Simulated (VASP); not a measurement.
# Zr (P6_3/mmc) in VASP: notebook

The runs below take Zr through relaxation of cell and atoms, single point, with BLYP.

Program: VASP 6.6.1. These are calculated values, not measurements. Logs are shortened: lines on timing, memory, paths and dates and some standing lists are left out, and cuts for length are marked.

## (1) The cell of the first run

The structure is hexagonal, space group P6_3/mmc (No. 194). The conventional cell has a = 3.232 Å, b = 3.232 Å, c = 5.147 Å, α = 90.00°, β = 90.00°, γ = 120.00°. Zr (site symmetry -6m2) has 12 Zr at 3.18 to 3.23 Å within 4.2 Å.

## (2) Relaxation of cell and atoms, BLYP

The input, INCAR:

```
SYSTEM = Zr
PREC = Accurate
ENCUT = 600
EDIFF = 1E-7
ISMEAR = -1
SIGMA = 0.1
LREAL = .False.
LASPH = .True.
NELM = 60
ALGO = Normal
ISIF = 3
LWAVE = .False.
LCHARG = .False.
GGA = B5
ALDAX = 1.0
AGGAX = 1.0
AGGAC = 1.0
ALDAC = 0.0
IBRION = 2
NSW = 80
EDIFFG = -0.01
```

The input, KPOINTS:

```
Automatic mesh
0
Gamma
  11 11 6
  0 0 0
```

The input, POSCAR:

```
Zr
1.0
    3.2319982225      0.0000000000      0.0000000000
   -1.6159991112      2.7989925656      0.0000000000
    0.0000000000      0.0000000000      5.1470000000
Zr
2
Direct
    0.3333333333      0.6666666667      0.2500000000
    0.6666666667      0.3333333333      0.7500000000
```

Potentials or basis: VASP PAW PBE potentials, release 64 (Zr_sv).

The run is started by

```sh
cat potpaw_PBE.64/Zr_sv/POTCAR > POTCAR
mpirun -np 1 vasp_std > vasp.out
```

OUTCAR:

```text
SYSTEM = Zr
   PREC = Accurate
   ENCUT = 600
   EDIFF = 1E-7
   ISMEAR = -1
   LREAL = .False.
   LASPH = .True.
   NELM = 60
   ISIF = 3
   GGA = B5
   IBRION = 2
   NSW = 80
   EDIFFG = -0.01

 ion  position               nearest neighbor table
   1  0.333  0.667  0.250-   2 3.18   2 3.18   2 3.18   2 3.18   2 3.18   2 3.18
   2  0.667  0.333  0.750-   1 3.18   1 3.18   1 3.18   1 3.18   1 3.18   1 3.18

  LATTYP: Found a hexagonal cell.
 ALAT       =     3.2319982225
 C/A-ratio  =     1.5925132521

  Lattice vectors:

 A1 = (   3.2319982225,   0.0000000000,   0.0000000000)
 A2 = (  -1.6159991112,   2.7989925656,   0.0000000000)
 A3 = (   0.0000000000,   0.0000000000,   5.1470000000)

Analysis of symmetry for initial positions (statically):
=====================================================================
 Subroutine PRICEL returns:
 Original cell was already a primitive cell.

 Routine SETGRP: Setting up the symmetry group for a
 hexagonal supercell.

 Subroutine GETGRP returns: Found 24 space group operations
 (whereof 12 operations were pure point group operations)
 out of a pool of 24 trial point group operations.

The static configuration has the point symmetry D_3d.
 The point group associated with its full space group is D_6h.

Analysis of symmetry for dynamics (positions and initial velocities):
=====================================================================
 Subroutine PRICEL returns:
 Original cell was already a primitive cell.

 Routine SETGRP: Setting up the symmetry group for a
 hexagonal supercell.

 Subroutine GETGRP returns: Found 24 space group operations
 (whereof 12 operations were pure point group operations)
 out of a pool of 24 trial point group operations.

The dynamic configuration has the point symmetry D_3d.
 The point group associated with its full space group is D_6h.

 Subroutine INISYM returns: Found 24 space group operations
 (whereof 12 operations are pure point group operations),
 and found     1 'primitive' translations

----------------------------------------------------------------------------------------

                                     Primitive cell

  volume of cell :      46.5615

  direct lattice vectors                    reciprocal lattice vectors
     3.231998223  0.000000000  0.000000000     0.309406111  0.178635701  0.000000000
    -1.615999111  2.798992566  0.000000000     0.000000000  0.357271403  0.000000000
     0.000000000  0.000000000  5.147000000     0.000000000  0.000000000  0.194287935

  length of vectors
     3.231998223  3.231998222  5.147000000     0.357271403  0.357271403  0.194287935

  position of ions in fractional coordinates (direct lattice)
     0.333333333  0.666666667  0.250000000
     0.666666667  0.333333333  0.750000000

  ion indices of the primitive-cell ions
   primitive index   ion index
                 1           1
                 2           2

----------------------------------------------------------------------------------------

 KPOINTS: Automatic mesh

Automatic generation of k-mesh.
 Grid dimensions read from file:
 generate k-points for:   11   11    6

 Generating k-lattice:

  Cartesian coordinates                     Fractional coordinates (reciprocal lattice)
     0.028127828  0.016239609  0.000000000     0.090909091  0.000000000  0.000000000
     0.000000000  0.032479218  0.000000000     0.000000000  0.090909091  0.000000000
     0.000000000  0.000000000  0.032381322     0.000000000  0.000000000  0.166666667

  Length of vectors
     0.032479218  0.032479218  0.032381322

  Shift w.r.t. Gamma in fractional coordinates (k-lattice)
     0.000000000  0.000000000  0.000000000

 Subroutine IBZKPT returns following result:
 ===========================================

 Found     64 irreducible k-points:

 Following reciprocal coordinates:
            Coordinates               Weight
  0.000000  0.000000  0.000000      1.000000
  0.090909  0.000000  0.000000      6.000000
  0.181818  0.000000  0.000000      6.000000
  0.272727 -0.000000  0.000000      6.000000
  0.363636 -0.000000  0.000000      6.000000
  0.454545  0.000000  0.000000      6.000000
[... 16 lines left out ...]
  0.090909  0.090909  0.166667     12.000000
  0.181818  0.090909  0.166667     24.000000
 [... further k-points ...]
   k-points           NKPTS =     64   k-points in BZ     NKDIM =     64   number of bands    NBANDS=     16
   number of dos      NEDOS =    301   number of ions     NIONS =      2
   total plane-waves  NPLWV =  32928
   dimension x,y,z NGX =    28 NGY =   28 NGZ =   42
   dimension x,y,z NGXF=    56 NGYF=   56 NGZF=   84
   ions per type =               2
   NGX,Y,Z   is equivalent  to a cutoff of  14.40, 14.40, 13.57 a.u.
   NGXF,Y,Z  is equivalent  to a cutoff of  28.81, 28.81, 27.13 a.u.
 SYSTEM =  Zr
   PREC   = accura    normal or accurate (medium, high low for compatibility)
   ISTART =      0    job   : 0-new  1-cont  2-samecut
   ICHARG =      2    charge: 1-file 2-atom 10-const
   ISPIN  =      1    spin polarized calculation?
   LNONCOLLINEAR =      F non collinear calculations
   LSORBIT =      F    spin-orbit coupling
   LASPH  =      T    aspherical Exc in radial PAW
   ENCUT  =  600.0 eV  44.10 Ry    6.64 a.u.   6.46  6.46 10.28*2*pi/ulx,y,z
   NELM   =     60;   NELMIN=  2; NELMDL= -5     # of ELM steps
   EDIFF  = 0.1E-06   stopping-criterion for ELM
   LREAL  =      F    real-space projection
   EDIFFG = -.1E-01   stopping-criterion for IOM
   NSW    =     80    number of steps for IOM
   IBRION =      2    ionic relax: 0-MD 1-quasi-New 2-CG
   NFREE  =      1    steps in history (QN), initial steepest desc. (CG)
   ISIF   =      3    stress and relaxation
   ISYM   =      2    0-nonsym 1-usesym 2-fastsym
   POTIM  = 0.5000    time-step for ionic-motion
   TEBEG  =    0.0;   TEEND  =   0.0 temperature during run
   PSTRESS=    0.0 pullay stress
   NELECT =      24.0000    total number of electrons
   NUPDOWN=      -1.0000    fix difference up-down
   EMIN   =  10.00;   EMAX   =-10.00  energy-range for DOS
   EFERMI =   0.00;   METHOD = LEGACY
   ISMEAR =    -1;   SIGMA  =   0.10  broadening in eV -4-tet -1-fermi 0-gaus
   EFERMI_NEDOS =   21; number of points for ismear=-14 and -15
   IALGO  =     38    algorithm
   IMIX   =      4    mixing-type and parameters
     AMIX     =   0.40;   BMIX     =  1.00
     AMIX_MAG =   1.60;   BMIX_MAG =  1.00
  volume/ion in A,a.u.               =      23.28       157.11
  Fermi-wavevector in a.u.,A,eV,Ry     =   1.312612  2.480476 23.442147  1.722949
  Thomas-Fermi vector in A             =   2.442992
   LORBIT       =      0    0 simple, 1 ext, 2 COOP (PROOUT), +10 PAW based schemes
   GGA     = B5    functional components
   LHFCALC =     F    Hartree Fock is set to
   AEXX    =    0.0000 exact exchange contribution
   IVDW    =     0    specifies the selected vdW correction
   LEPSILON=     F    determine dielectric tensor
   LRPA    =     F    only Hartree local field effects (RPA)
 conjugate gradient relaxation of ions
 non-spin polarized calculation
  energy-cutoff  :      600.00
  volume of cell :       46.56
 maximum number of plane-waves:      1573
 NGX is ok and might be reduce to    28
   NGX = 13   NGY = 13   NGZ = 21

--------------------------------------- Ionic step        1  -------------------------------------------

 number of electron      24.0000000 magnetization

 Free energy of the ion-electron system (eV)
  ---------------------------------------------------
  ext. energy  EPLUGINS =         0.00000000
  ---------------------------------------------------
  free energy    TOTEN  =       -14.66846906 eV

  energy without entropy =      -14.59674958  energy(sigma->0) =      -14.63260932

------------------------ aborting loop because EDIFF is reached ----------------------------------------

  FORCE on cell =-STRESS in cart. coord.  units (eV):
  Direction    XX          YY          ZZ          XY          YZ          ZX
  --------------------------------------------------------------------------------------
  -------------------------------------------------------------------------------------
  Total        1.0017739      1.0017739      1.2655253      0.0000000      0.0000000      0.0000000
  in kB       34.4709506     34.4709506     43.5466119      0.0000000      0.0000000      0.0000000
  external PRESSURE =      37.4961710 kB  Pullay stress =       0.0000000 kB
[... 165 lines left out ...]
  energy  without entropy=      -14.6152556044  energy(sigma->0) =      -14.65282286

--------------------------------------- Ionic step        6  -------------------------------------------

 number of electron      24.0000000 magnetization

 Free energy of the ion-electron system (eV)
  ---------------------------------------------------
  ext. energy  EPLUGINS =         0.00000000
  ---------------------------------------------------
  free energy    TOTEN  =       -14.69042263 eV

  energy without entropy =      -14.61505365  energy(sigma->0) =      -14.65273814

 E-fermi :   9.0430     XC(G=0): -10.3391

 val. band max:        9.0101965632   @ k =   0.3636   0.2727   0.5000
 cond. band min:       9.0492718839   @ k =   0.3636   0.2727   0.3333
 fundamental gap:      0.0390753207
 Fermi energy:         9.0430342736

 k-point     1 :       0.0000    0.0000    0.0000
  band No.  band energies     occupation
      1     -39.7694      2.00000
      2     -39.6405      2.00000
      3     -18.3157      2.00000
      4     -17.5522      2.00000
      5     -17.5522      2.00000
      6     -17.4420      2.00000
[... 8 lines left out ...]
     15      10.4954      0.00000
     16      10.4954      0.00000
[... 420 lines left out ...]
  band No.  band energies     occupation
      1     -39.7129      2.00000
      2     -39.6277      2.00000
      3     -18.1509      2.00000
      4     -17.8051      2.00000
      5     -17.7681      2.00000
      6     -17.6325      2.00000
[... 8 lines left out ...]
     15      10.3975      0.00000
     16      11.1451      0.00000

 [... further k-points ...]
[... 5 lines left out ...]
  --------------------------------------------------------------------------------------
  -------------------------------------------------------------------------------------
  Total        0.0110355      0.0110355      0.0142610      0.0000000      0.0000000      0.0000000
  in kB        0.3652290      0.3652290      0.4719771      0.0000000      0.0000000      0.0000000
  external PRESSURE =       0.4008117 kB  Pullay stress =       0.0000000 kB
[... 17 lines left out ...]
  FREE ENERGIE OF THE ION-ELECTRON SYSTEM (eV)
  ---------------------------------------------------
  free  energy   TOTEN  =       -14.6904226303 eV

  energy  without entropy=      -14.6150536510  energy(sigma->0) =      -14.65273814

 reached required accuracy - stopping structural energy minimisation
```

Wall time 2.3 min (1 thread of Intel Xeon 6975P-C (Granite Rapids), shared host); peak memory 0.21 GiB.

What came out:

```yaml
Free_energy: -14.6904 eV
Relaxed_volume: 24.21 Å³/atom
Relaxed_cell: a = 3.266 Å, b = 3.266 Å, c = 5.239 Å, α = 90.00°, β = 90.00°, γ = 120.00°
Space_group_after_relaxing_to_0.05_Å: P6_3/mmc (No. 194)
Energy_gained_by_relaxing: 11.0 meV/atom
Ionic_steps: 6
Pressure_after_relaxing: 0.0 GPa
Band_gap_on_the_k_mesh: zero (band 12 reaches 9.87 eV, above the bottom of band 13 at 8.91 eV)
```

The path:
```
step  energy change (eV)  largest force (eV/Å)  pressure (GPa)  volume (Å³)
   1              0.0000                0.0000            3.75        46.56
   2             -0.0028                0.0000           -3.16        50.33
   3             -0.0218                0.0000           -0.05        48.47
   4             -0.0218                0.0000            0.02        48.43
   5             -0.0219                0.0000            0.03        48.42
   6             -0.0220                0.0000            0.04        48.41
```

Final structure:
```
Zr
1.0
     3.26645    0.00000    0.00000
    -1.63323    2.82883    0.00000
     0.00000    0.00000    5.23908
Zr
2
Cartesian
  0.0000 1.8859 1.3098
  1.6332 0.9429 3.9293
```

Caveat: the PAW data sets were made with another functional, which shifts forces and pressure a little.

## (3) Single point, BLYP (volume scaled by 0.88)

The input, INCAR:

```
SYSTEM = Zr
  AGGAC = 1.0
  AGGAX = 1.0
  ALDAC = 0.0
  ALDAX = 1.0
  ALGO = Normal
  EDIFF = 1E-6
  ENCUT = 520
  GGA = B5
  ISIF = 2
  ISMEAR = -1
  LASPH = .TRUE.
  LCHARG = .FALSE.
  LREAL = .FALSE.
  LWAVE = .FALSE.
  NBANDS = 19
  NELM = 100
  PREC = Accurate
  SIGMA = 0.1
```

The input, KPOINTS:

```
k-points
0
G
  18 18 10
  0 0 0
```

The input, POSCAR:

```
Zr
1.0
    3.1304665663      0.0000000000      0.0000000000
   -1.5652332831      2.7110635722      0.0000000000
    0.0000000000      0.0000000000      5.0148839004
Zr
2
Direct
    0.3333333333      0.6666666667      0.2500000000
    0.6666666667      0.3333333333      0.7500000000
```

Potentials or basis: VASP PAW PBE potentials, release 64 (Zr_sv).

The run is started by

```sh
cat potpaw_PBE.64/Zr_sv/POTCAR > POTCAR
mpirun -np 1 vasp_std > vasp.out
```

Run time: 52 s. Hardware: 1 thread of Intel Xeon 6975P-C (Granite Rapids), shared host; peak memory 0.27 GiB.

It converged, with:

* Free energy: -14.4548 eV
* Pressure: 14.2 GPa
* Band gap on the k mesh: zero (band 12 reaches 11.57 eV, above the bottom of band 13 at 10.28 eV)

Stress tensor (GPa, compression positive):
```
13.61  0.00  0.00
 0.00 13.61  0.00
 0.00  0.00 15.33
```

Levels at points of the mesh, in eV from the Fermi level:
```tsv
k point	band 10	band 11	band 12	band 13	band 14	band 15
(0.00, 0.00, 0.00)	-3.22	0.84	0.84	0.95	1.59	1.59
(0.50, 0.00, 0.00)	-2.55	-2.37	0.18	0.52	0.89	1.60
(0.00, 0.00, 0.50)	-3.82	0.04	0.04	0.75	0.75	0.75
(0.50, 0.00, 0.50)	-3.07	-1.25	-1.25	2.17	2.17	2.37
```

Caveat: the cell differs from its parent crystal (volume scaled by 0.88); the PAW data sets were made with another functional, which shifts forces and pressure a little.

## (4) Single point, BLYP (volume scaled by 0.92)

The input, INCAR:

```
PREC = Accurate
ENCUT = 520
EDIFF = 1E-6
ISMEAR = -1
SIGMA = 0.1
LREAL = F
LASPH = T
NELM = 80
ALGO = Normal
ISIF = 2
LWAVE = F
LCHARG = T
GGA = B5
ALDAX = 1.0
AGGAX = 1.0
AGGAC = 1.0
ALDAC = 0.0
LELF = T
LVHAR = T
NBANDS = 19
```

The input, KPOINTS:

```
Automatic mesh
0
Gamma
  18 18 10
```

The input, POSCAR:

```
Zr
1.0
    3.1771968374      0.0000000000      0.0000000000
   -1.5885984187      2.7515331740      0.0000000000
    0.0000000000      0.0000000000      5.0897439505
Zr
2
Direct
    0.3333333333      0.6666666667      0.2500000000
    0.6666666667      0.3333333333      0.7500000000
```

The run is started by

```sh
cat potpaw_PBE.64/Zr_sv/POTCAR > POTCAR
mpirun -np 1 vasp_std > vasp.out
```

It took 54 s on 1 thread of Intel Xeon 6975P-C (Granite Rapids), shared host; peak memory 0.27 GiB.

Results (log left out):

```yaml
Free_energy: -14.5922 eV
Pressure: 8.6 GPa
Band_gap_on_the_k_mesh: zero (band 12 reaches 10.92 eV, above the bottom of band 13 at 9.77 eV)
```

Stress tensor (GPa, compression positive):
```
8.30 0.00 0.00
0.00 8.30 0.00
0.00 0.00 9.31
```

Levels at points of the mesh, in eV from the Fermi level:
| k point | band 10 | band 11 | band 12 | band 13 | band 14 | band 15 |
| --- | --- | --- | --- | --- | --- | --- |
| (0.00, 0.00, 0.00) | -3.10 | 0.84 | 0.84 | 0.94 | 1.54 | 1.55 |
| (0.50, 0.00, 0.00) | -2.49 | -2.23 | 0.07 | 0.54 | 0.84 | 1.52 |
| (0.00, 0.00, 0.50) | -3.81 | 0.04 | 0.04 | 0.75 | 0.75 | 0.75 |
| (0.50, 0.00, 0.50) | -2.93 | -1.16 | -1.16 | 1.98 | 1.98 | 2.29 |

Caveat: the cell differs from its parent crystal (volume scaled by 0.92); the PAW data sets were made with another functional, which shifts forces and pressure a little.

## (5) Single point, BLYP (volume scaled by 0.96)

The input, INCAR:

```
  PREC = Accurate
  ENCUT = 520
  EDIFF = 1E-7
  ISMEAR = -1
  SIGMA = 0.1
  LREAL = F
  LASPH = T
  NELM = 60
  ALGO = Normal
  ISIF = 2
  LWAVE = F
  LCHARG = F
  GGA = B5
  ALDAX = 1.0
  AGGAX = 1.0
  AGGAC = 1.0
  ALDAC = 0.0
  NBANDS = 19
```

KPOINTS is that of step 4.

The input, POSCAR:

```
Zr
1.0
    3.2225914967      0.0000000000      0.0000000000
   -1.6112957483      2.7908461022      0.0000000000
    0.0000000000      0.0000000000      5.1624644033
Zr
2
Direct
    0.3333333333      0.6666666667      0.2500000000
    0.6666666667      0.3333333333      0.7500000000
```

The run is started by

```sh
cat potpaw_PBE.64/Zr_sv/POTCAR > POTCAR
mpirun -np 1 vasp_std > vasp.out
```

Run time: 62 s. Hardware: 1 thread of Intel Xeon 6975P-C (Granite Rapids), shared host; peak memory 0.27 GiB.

It converged, with:

```
Free energy            : -14.6684 eV
Pressure               : 4.0 GPa
Band gap on the k mesh : zero (band 12 reaches 10.42 eV, above the bottom of band 13 at 9.29 eV)
```

Stress tensor (GPa, compression positive):
```
3.84 0.00 0.00
0.00 3.84 0.00
0.00 0.00 4.36
```

Levels at points of the mesh, in eV from the Fermi level:
| k point | band 8 | band 9 | band 10 | band 11 | band 12 | band 13 | band 14 | band 15 | band 16 | band 17 |
| --- | --- | --- | --- | --- | --- | --- | --- | --- | --- | --- |
| (0.00, 0.00, 0.00) | -26.35 | -5.48 | -2.98 | 0.83 | 0.83 | 0.92 | 1.37 | 1.50 | 1.50 | 2.13 |
| (0.50, 0.00, 0.00) | -26.46 | -2.54 | -2.43 | -2.10 | -0.03 | 0.55 | 0.79 | 1.44 | 4.83 | 5.18 |
| (0.00, 0.00, 0.50) | -26.42 | -3.80 | -3.80 | 0.04 | 0.04 | 0.75 | 0.75 | 0.75 | 0.75 | 3.87 |
| (0.50, 0.00, 0.50) | -26.58 | -2.80 | -2.80 | -1.07 | -1.07 | 1.81 | 1.81 | 2.20 | 2.20 | 5.05 |

Caveat: the cell differs from its parent crystal (volume scaled by 0.96); the PAW data sets were made with another functional, which shifts forces and pressure a little.

## (6) Single point, BLYP

This run uses another cell than the first one, of 24.18 Å³/atom, 1.039 times its volume.

The input, INCAR:

```
SYSTEM = Zr
PREC = Accurate ; ENCUT = 520
EDIFF = 1E-6 ; ISMEAR = -1
SIGMA = 0.1 ; LREAL = .FALSE.
LASPH = .TRUE. ; NELM = 100
ALGO = Normal ; ISIF = 2
LWAVE = .FALSE. ; LCHARG = .FALSE.
GGA = B5 ; ALDAX = 1.0
AGGAX = 1.0 ; AGGAC = 1.0
ALDAC = 0.0 ; NBANDS = 19
```

The input, KPOINTS:

```
regular mesh
0
G
  18 18 10
  0 0 0
```

The input, POSCAR:

```
Zr
1.0
    3.2667420720      0.0000000000      0.0000000000
   -1.6333710360      2.8290816220      0.0000000000
    0.0000000000      0.0000000000      5.2331918826
Zr
2
Direct
    0.3333333333      0.6666666667      0.2500000000
    0.6666666667      0.3333333333      0.7500000000
```

Potentials or basis: VASP PAW PBE potentials, release 64 (Zr_sv).

The run is started by

```sh
cat potpaw_PBE.64/Zr_sv/POTCAR > POTCAR
mpirun -np 1 vasp_std > vasp.out
```

Wall time 54 s (1 thread of Intel Xeon 6975P-C (Granite Rapids), shared host); peak memory 0.28 GiB.

It converged, with:

* Free energy: -14.6933 eV
* Pressure: 0.1 GPa
* Band gap on the k mesh: zero (band 12 reaches 9.95 eV, above the bottom of band 13 at 8.82 eV)

Stress tensor (GPa, compression positive):
```
0.07 0.00 0.00
0.00 0.07 0.00
0.00 0.00 0.26
```

Levels at points of the mesh, in eV from the Fermi level:
| k point | band 10 | band 11 | band 12 | band 13 | band 14 | band 15 |
| --- | --- | --- | --- | --- | --- | --- |
| (0.00, 0.00, 0.00) | -2.88 | 0.83 | 0.83 | 0.91 | 1.22 | 1.45 |
| (0.50, 0.00, 0.00) | -2.38 | -1.98 | -0.11 | 0.55 | 0.75 | 1.37 |
| (0.00, 0.00, 0.50) | -3.77 | 0.04 | 0.04 | 0.74 | 0.74 | 0.74 |
| (0.50, 0.00, 0.50) | -2.68 | -1.00 | -1.00 | 1.67 | 1.67 | 2.12 |

Caveat: the PAW data sets were made with another functional, which shifts forces and pressure a little.

(Part 1 of 2 ends here.)
